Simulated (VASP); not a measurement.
# Fe (Fm-3m) in VASP: further runs

The runs below take Fe through single point, with PBE.

Program: VASP 6.6.1. These are calculated values, not measurements. Logs are shortened: lines on timing, memory, paths and dates and some standing lists are left out, and cuts for length are marked.

## (1) The cell of the first run

The structure is cubic, space group Fm-3m (No. 225). The conventional cell has a = 3.652 Å, b = 3.652 Å, c = 3.652 Å, α = 90.00°, β = 90.00°, γ = 90.00°. Within 3.4 Å of Fe (site symmetry m-3m) lie 12 Fe at 2.58 Å.

## (2) Single point, PBE, collinear spin, ferromagnetic start

Input file INCAR:

```
ALGO = Normal
EDIFF = 1E-6
ENCUT = 520
GGA = PE
ISIF = 2
ISMEAR = -1
ISPIN = 2
LASPH = T
LCHARG = F
LMAXMIX = 4
LORBIT = 11
LREAL = F
LWAVE = F
MAGMOM = 3.39
NBANDS = 14
NELM = 150
NUPDOWN = 3.39
PREC = Accurate
SIGMA = 0.1
```

Input file KPOINTS:

```
k-points
0
Gamma
  12 12 12
```

Input file POSCAR:

```
Fe
1.0
    0.0000000000      1.8260000000      1.8260000000
    1.8260000000      0.0000000000      1.8260000000
    1.8260000000      1.8260000000      0.0000000000
Fe
1
Direct
    0.0000000000      0.0000000000      0.0000000000
```

Potentials or basis: VASP PAW PBE potentials, release 64 (Fe).

Launch:

```bash
$ cat potpaw_PBE.64/Fe/POTCAR > POTCAR
$ mpirun -np 1 vasp_std > vasp.out
```

OUTCAR:

```text
EDIFF = 1E-6
   ENCUT = 520
   GGA = PE
   ISIF = 2
   ISMEAR = -1
   ISPIN = 2
   LASPH = T
   LORBIT = 11
   LREAL = F
   NELM = 150
   NUPDOWN = 3.39
   PREC = Accurate

 ion  position               nearest neighbor table
   1  0.000  0.000  0.000-

  LATTYP: Found a face centered cubic cell.
 ALAT       =     3.6520000000

  Lattice vectors:

 A1 = (   0.0000000000,   1.8260000000,   1.8260000000)
 A2 = (   1.8260000000,   0.0000000000,   1.8260000000)
 A3 = (   1.8260000000,   1.8260000000,   0.0000000000)

Analysis of symmetry for initial positions (statically):
=====================================================================
 Subroutine PRICEL returns:
 Original cell was already a primitive cell.

 Routine SETGRP: Setting up the symmetry group for a
 face centered cubic supercell.

 Subroutine GETGRP returns: Found 48 space group operations
 (whereof 48 operations were pure point group operations)
 out of a pool of 48 trial point group operations.

The static configuration has the point symmetry O_h .

Analysis of symmetry for dynamics (positions and initial velocities):
=====================================================================
 Subroutine PRICEL returns:
 Original cell was already a primitive cell.

 Routine SETGRP: Setting up the symmetry group for a
 face centered cubic supercell.

 Subroutine GETGRP returns: Found 48 space group operations
 (whereof 48 operations were pure point group operations)
 out of a pool of 48 trial point group operations.

The dynamic configuration has the point symmetry O_h .

Analysis of structural, dynamic, and magnetic symmetry:
=====================================================================
 Subroutine PRICEL returns:
 Original cell was already a primitive cell.

 Routine SETGRP: Setting up the symmetry group for a
 face centered cubic supercell.

 Subroutine GETGRP returns: Found 48 space group operations
 (whereof 48 operations were pure point group operations)
 out of a pool of 48 trial point group operations.

The overall configuration has the point symmetry O_h .

 Subroutine INISYM returns: Found 48 space group operations
 (whereof 48 operations are pure point group operations),
 and found     1 'primitive' translations

----------------------------------------------------------------------------------------

                                     Primitive cell

  volume of cell :      12.1768

  direct lattice vectors                    reciprocal lattice vectors
     0.000000000  1.826000000  1.826000000    -0.273822563  0.273822563  0.273822563
     1.826000000  0.000000000  1.826000000     0.273822563 -0.273822563  0.273822563
     1.826000000  1.826000000  0.000000000     0.273822563  0.273822563 -0.273822563

  length of vectors
     2.582353965  2.582353965  2.582353965     0.474274591  0.474274591  0.474274591

  position of ions in fractional coordinates (direct lattice)
     0.000000000  0.000000000  0.000000000

  ion indices of the primitive-cell ions
   primitive index   ion index
                 1           1

----------------------------------------------------------------------------------------

 KPOINTS: k-points

Automatic generation of k-mesh.
 Grid dimensions read from file:
 generate k-points for:   12   12   12

 Generating k-lattice:

  Cartesian coordinates                     Fractional coordinates (reciprocal lattice)
    -0.022818547  0.022818547  0.022818547     0.083333333  0.000000000  0.000000000
     0.022818547 -0.022818547  0.022818547     0.000000000  0.083333333  0.000000000
     0.022818547  0.022818547 -0.022818547     0.000000000  0.000000000  0.083333333

  Length of vectors
     0.039522883  0.039522883  0.039522883

  Shift w.r.t. Gamma in fractional coordinates (k-lattice)
     0.000000000  0.000000000  0.000000000

 Subroutine IBZKPT returns following result:
 ===========================================

 Found     72 irreducible k-points:

 Following reciprocal coordinates:
            Coordinates               Weight
  0.000000  0.000000  0.000000      1.000000
  0.083333  0.000000  0.000000      8.000000
  0.166667  0.000000  0.000000      8.000000
  0.250000  0.000000  0.000000      8.000000
  0.333333  0.000000  0.000000      8.000000
  0.416667  0.000000  0.000000      8.000000
[... 16 lines left out ...]
  0.500000  0.166667  0.000000     24.000000
 -0.416667  0.166667  0.000000     24.000000
 [... further k-points ...]
   k-points           NKPTS =     72   k-points in BZ     NKDIM =     72   number of bands    NBANDS=     14
   number of dos      NEDOS =    301   number of ions     NIONS =      1
   total plane-waves  NPLWV =   8000
   dimension x,y,z NGX =    20 NGY =   20 NGZ =   20
   dimension x,y,z NGXF=    40 NGYF=   40 NGZF=   40
   ions per type =               1
   NGX,Y,Z   is equivalent  to a cutoff of  12.88, 12.88, 12.88 a.u.
   NGXF,Y,Z  is equivalent  to a cutoff of  25.75, 25.75, 25.75 a.u.
 SYSTEM =  unknown system
   PREC   = accura    normal or accurate (medium, high low for compatibility)
   ISTART =      0    job   : 0-new  1-cont  2-samecut
   ICHARG =      2    charge: 1-file 2-atom 10-const
   ISPIN  =      2    spin polarized calculation?
   LNONCOLLINEAR =      F non collinear calculations
   LSORBIT =      F    spin-orbit coupling
   LASPH  =      T    aspherical Exc in radial PAW
   ENCUT  =  520.0 eV  38.22 Ry    6.18 a.u.   4.80  4.80  4.80*2*pi/ulx,y,z
   NELM   =    150;   NELMIN=  2; NELMDL= -5     # of ELM steps
   EDIFF  = 0.1E-05   stopping-criterion for ELM
   LREAL  =      F    real-space projection
   EDIFFG = 0.1E-04   stopping-criterion for IOM
   NSW    =      0    number of steps for IOM
   IBRION =     -1    ionic relax: 0-MD 1-quasi-New 2-CG
   NFREE  =      0    steps in history (QN), initial steepest desc. (CG)
   ISIF   =      2    stress and relaxation
   ISYM   =      2    0-nonsym 1-usesym 2-fastsym
   POTIM  = 0.5000    time-step for ionic-motion
   TEBEG  =    0.0;   TEEND  =   0.0 temperature during run
   PSTRESS=    0.0 pullay stress
   NELECT =       8.0000    total number of electrons
   NUPDOWN=       3.3900    fix difference up-down
   EMIN   =  10.00;   EMAX   =-10.00  energy-range for DOS
   EFERMI =   0.00;   METHOD = LEGACY
   ISMEAR =    -1;   SIGMA  =   0.10  broadening in eV -4-tet -1-fermi 0-gaus
   EFERMI_NEDOS =   21; number of points for ismear=-14 and -15
   IALGO  =     38    algorithm
   IMIX   =      4    mixing-type and parameters
     AMIX     =   0.40;   BMIX     =  1.00
     AMIX_MAG =   1.60;   BMIX_MAG =  1.00
  volume/ion in A,a.u.               =      12.18        82.17
  Fermi-wavevector in a.u.,A,eV,Ry     =   1.423183  2.689426 27.557915  2.025450
  Thomas-Fermi vector in A             =   2.543808
   LORBIT       =     11    0 simple, 1 ext, 2 COOP (PROOUT), +10 PAW based schemes
   GGA     = PE    functional components
   LHFCALC =     F    Hartree Fock is set to
   AEXX    =    0.0000 exact exchange contribution
   IVDW    =     0    specifies the selected vdW correction
   LEPSILON=     F    determine dielectric tensor
   LRPA    =     F    only Hartree local field effects (RPA)
 spin polarized calculation
  energy-cutoff  :      520.00
  volume of cell :       12.18
 maximum number of plane-waves:       342
   NGX =  9   NGY =  9   NGZ =  9

 number of electron       8.0000007 magnetization       3.3900004

 Free energy of the ion-electron system (eV)
  ---------------------------------------------------
  ext. energy  EPLUGINS =         0.00000000
  ---------------------------------------------------
  free energy    TOTEN  =        -7.58566573 eV

  energy without entropy =       -7.54991098  energy(sigma->0) =       -7.56778835

 E-fermi :   5.1642     XC(G=0): -12.7211

 val. band max:        7.7996505623   @ k =  -0.3333   0.2500   0.0833
 cond. band min:       5.1649078659   @ k =  -0.3333   0.1667   0.0000
 fundamental gap:     -2.6347426964
 Fermi energy:         7.8427706036

 spin component 1

 k-point     1 :       0.0000    0.0000    0.0000
  band No.  band energies     occupation
      1      -3.1920      1.00000
      2       2.5452      1.00000
      3       2.5452      1.00000
      4       2.5452      1.00000
      5       3.5049      1.00000
      6       3.5049      1.00000
      7      26.7409      0.00000
      8      30.7486      0.00000
      9      30.7486      0.00000
     10      30.7486      0.00000
     11      33.4088      0.00000
     12      33.4088      0.00000
     13      33.4088      0.00000
     14      36.1530      0.00000
[... 375 lines left out ...]
 k-point    24 :      -0.4167    0.1667    0.0000
  band No.  band energies     occupation
      1       0.7585      1.00000
      2       1.9727      1.00000
      3       2.7765      1.00000
      4       2.8550      1.00000
      5       4.2659      1.00000
      6       7.3132      0.99501
      7      11.3225      0.00000
      8      20.8960      0.00000
      9      25.3564      0.00000
     10      26.3073      0.00000
     11      34.6619      0.00000
     12      35.0374      0.00000
     13      41.7976      0.00000
     14      44.2846      0.00000

 [... further k-points ...]

 spin component 2

 k-point     1 :       0.0000    0.0000    0.0000
  band No.  band energies     occupation
      1      -2.4060      1.00000
      2       5.5188      0.02805
      3       5.5188      0.02803
      4       5.5188      0.02802
      5       7.0740      0.00000
      6       7.0741      0.00000
      7      26.9490      0.00000
      8      31.6714      0.00000
      9      31.6714      0.00000
     10      31.6714      0.00000
     11      34.7411      0.00000
     12      34.7411      0.00000
     13      34.7411      0.00000
     14      36.0483      0.00000
[... 375 lines left out ...]
 k-point    24 :      -0.4167    0.1667    0.0000
  band No.  band energies     occupation
      1       2.8452      1.00000
      2       4.5656      0.99749
      3       5.2532      0.29108
      4       6.0032      0.00023
      5       7.6663      0.00000
      6       9.5351      0.00000
      7      13.3845      0.00000
      8      22.0825      0.00000
      9      26.6578      0.00000
     10      27.1336      0.00000
     11      35.8301      0.00000
     12      35.8942      0.00000
     13      42.9501      0.00000
     14      45.4462      0.00000

 [... further k-points ...]
[... 5 lines left out ...]
  --------------------------------------------------------------------------------------
  -------------------------------------------------------------------------------------
  Total        1.5360316      1.5360316      1.5360316      0.0000000     -0.0000000      0.0000000
  in kB      202.1056338    202.1056338    202.1056338      0.0000000     -0.0000000      0.0000000
  external PRESSURE =     202.1056338 kB  Pullay stress =       0.0000000 kB

 VOLUME and BASIS-vectors are now :
 -----------------------------------------------------------------------------
  energy-cutoff  :      520.00
  volume of cell :       12.18
      direct lattice vectors                 reciprocal lattice vectors
     0.000000000  1.826000000  1.826000000    -0.273822563  0.273822563  0.273822563
     1.826000000  0.000000000  1.826000000     0.273822563 -0.273822563  0.273822563
     1.826000000  1.826000000  0.000000000     0.273822563  0.273822563 -0.273822563

 POSITION                                       TOTAL-FORCE (eV/Angst)
 -----------------------------------------------------------------------------------
      0.00000      0.00000      0.00000         0.000000     -0.000000     -0.000000
 -----------------------------------------------------------------------------------
    total drift:                                0.000000      0.000000      0.000000

  FREE ENERGIE OF THE ION-ELECTRON SYSTEM (eV)
  ---------------------------------------------------
  free  energy   TOTEN  =        -7.5856657270 eV

  energy  without entropy=       -7.5499109807  energy(sigma->0) =       -7.56778835

 total charge

# of ion       s       p       d       tot
------------------------------------------
    1        0.497   0.557   6.059   7.112

 magnetization (x)

# of ion       s       p       d       tot
------------------------------------------
    1        0.022   0.081   3.187   3.290
```

It took 12 s on 1 thread of Intel Xeon 6975P-C (Granite Rapids), shared host; peak memory 0.14 GiB.

What came out:

* Free energy: -7.5857 eV
* Pressure: 20.2 GPa
* Net moment: 3.39 μB per cell
* Site moments: Fe +3.29 μB
* Valence electrons inside the program's atomic spheres: Fe 7.11

Caveat: the total moment is fixed, so each spin has its own Fermi level.

## (3) Single point, PBE, collinear spin, ferromagnetic start

Input file INCAR:

```
SYSTEM = Fe
ALGO = Normal
EDIFF = 1E-7
ENCUT = 520
GGA = PE
ISIF = 2
ISMEAR = -1
ISPIN = 2
LASPH = .TRUE.
LCHARG = .FALSE.
LMAXMIX = 4
LORBIT = 11
LREAL = .FALSE.
LWAVE = .FALSE.
MAGMOM = 4.53
NBANDS = 14
NELM = 150
NUPDOWN = 4.53
PREC = Accurate
SIGMA = 0.1
```

Input file KPOINTS:

```
k-points
0
G
  12 12 12
  0 0 0
```

POSCAR is that of step 2.

Potentials or basis: VASP PAW PBE potentials, release 64 (Fe).

Launch:

```bash
$ cat potpaw_PBE.64/Fe/POTCAR > POTCAR
$ mpirun -np 1 vasp_std > vasp.out
```

Run time: 11 s. Hardware: 1 thread of Intel Xeon 6975P-C (Granite Rapids), shared host; peak memory 0.14 GiB.

The run converged. Its results:

- Free energy: -4.5738 eV
- Pressure: 76.9 GPa
- Net moment: 4.53 μB per cell
- Site moments: Fe +4.24 μB
- Valence electrons inside the program's atomic spheres: Fe 7.09

Caveat: the total moment is fixed, so each spin has its own Fermi level.
